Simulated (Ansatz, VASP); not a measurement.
# Two plane-wave programs on Ir

Contents of INCAR:

```
SYSTEM = Ir
ALGO     = Fast           ! electronic algorithm
EDIFF    = 1E-6           ! SCF threshold, eV
ENCUT    = 520            ! plane-wave cutoff, eV
GGA      = PS             ! functional
ISIF     = 2              ! what is computed and relaxed
ISMEAR   = 0              ! smearing method
LASPH    = .TRUE.         ! aspherical terms in the spheres
LCHARG   = .FALSE.        ! write CHGCAR
LREAL    = .FALSE.        ! projectors in reciprocal space
LWAVE    = .FALSE.        ! write WAVECAR
NBANDS   = 10             ! bands
NELM     = 100            ! most SCF steps
PREC     = Accurate       ! precision mode
SIGMA    = 0.15           ! smearing width, eV
```

File KPOINTS:

```
k-points
0
G
  22 22 22
  0 0 0
```

File POSCAR:

```
Ir
1.0
    0.0000000000      1.9197000000      1.8237150000
    1.9197000000      0.0000000000      1.8237150000
    1.9197000000      1.9197000000      0.0000000000
Ir
1
Direct
    0.0000000000      0.0000000000      0.0000000000
```

Input for Ansatz:

```yaml
crystal:
  lattice:
    - [0.0, 1.9197, 1.823715]
    - [1.9197, 0.0, 1.823715]
    - [1.9197, 1.9197, 0.0]
  atoms:
    - { symbol: Ir, position: [0.0, 0.0, 0.0] }
basis:
  ecutwfc: 420
kpoints:
  mp_grid: { grid: [22, 22, 22] }
hamiltonian:
  xc: pbesol
scf:
  occupations: { method: gaussian, width: 0.15 }
output:
  forces: true
  stress: true
  eigenvalues: true
```

Change from the starting cell: strain +0.000 along x and y, -0.050 along z, atoms carried along.

Alike in both runs: task single point; functional PBEsol; k mesh 22 × 22 × 22; occupations gaussian, width 0.15 eV; no spin polarisation.

|  | VASP | Ansatz |
| --- | --- | --- |
| version | VASP 6.6.1 | Ansatz 0.2.0 |
| potentials or method | VASP PAW PBE potentials, release 64 (Ir), cutoff 520 eV | scalar-relativistic, plane waves, PAW |
| valence electrons in the cell | 9 | 17 |

VASP gave:

| Property | Result |
| --- | --- |
| gap on the k mesh at the Fermi level (eV) | none |
| pressure (GPa) | 21.2 |
| traceless stress, the component that is largest in VASP (GPa) | 14.26 |

Problem. Which values does Ansatz return?

Solution. gap on the k mesh at the Fermi level (eV): none; pressure (GPa): 19.9; traceless stress, the component that is largest in VASP (GPa): 14.27.

VASP's potentials were made for PBE, not for PBEsol. A gap of «none» marks a metal or a gap that the smearing closes. The functional is the same, so the differences come from potentials, cutoffs and numerics. VASP's potentials hold 9 valence electrons a cell and Ansatz's 17, so a difference there can come from the potentials and not from the codes.

Neither program's run includes spin-orbit coupling.
